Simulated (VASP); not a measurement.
A run of VASP 6.6.1 is set up as follows.

INCAR

```
PREC     = Accurate       # precision mode
ENCUT    = 520            # plane-wave cutoff, eV
EDIFF    = 1E-6           # SCF threshold, eV
ISMEAR   = 0              # smearing method
SIGMA    = 0.1            # smearing width, eV
LREAL    = False          # projectors in reciprocal space
LASPH    = True           # aspherical terms in the spheres
NELM     = 60             # most SCF steps
ALGO     = Normal         # electronic algorithm
ISIF     = 2              # what is computed and relaxed
LWAVE    = False          # write WAVECAR
LCHARG   = True           # write CHGCAR
GGA      = PE             # functional
LELF     = True           # ELF
LVHAR    = True         
NBANDS   = 30             # bands
```

Contents of KPOINTS:

```
regular mesh
0
Gamma
  6 6 6
```

POSCAR

```
Hf4N
1.0
   -2.1633483000      2.1633483000      4.1212417700
    2.1633483000     -2.1633483000      4.1212417700
    2.1633483000      2.1633483000     -4.1212417700
Hf N
4 1
Direct
    0.7556089200      0.7556089200      0.0000000000
    0.5000000000      0.0000000000      0.5000000000
    0.0000000000      0.5000000000      0.5000000000
    0.2443910800      0.2443910800      0.0000000000
    0.0000000000      0.0000000000      0.0000000000
```

Potentials or basis: VASP PAW PBE potentials, release 64 (Hf_pv, N).

Command:

```bash
$ cat potpaw_PBE.64/Hf_pv/POTCAR potpaw_PBE.64/N/POTCAR > POTCAR
$ mpirun -np 1 vasp_std > vasp.out
```

Q: Predict the band gap on the k mesh.

A: Zero (an odd number of electrons rules out a gap without spin polarisation).

Q: What does it give for the largest force?

A: 2.180 eV/Å.

Forces on the atoms (eV/Å):
```
Hf   0.000  0.000 -2.180
Hf   0.000  0.000  0.000
Hf   0.000  0.000  0.000
Hf   0.000  0.000  2.180
N    0.000  0.000  0.000
```

Caveat: spin-orbit coupling is left out, which moves the levels of the heavy elements; forces of over 1 eV/Å act on the atoms, so gaps and moduli don't describe the material at rest.
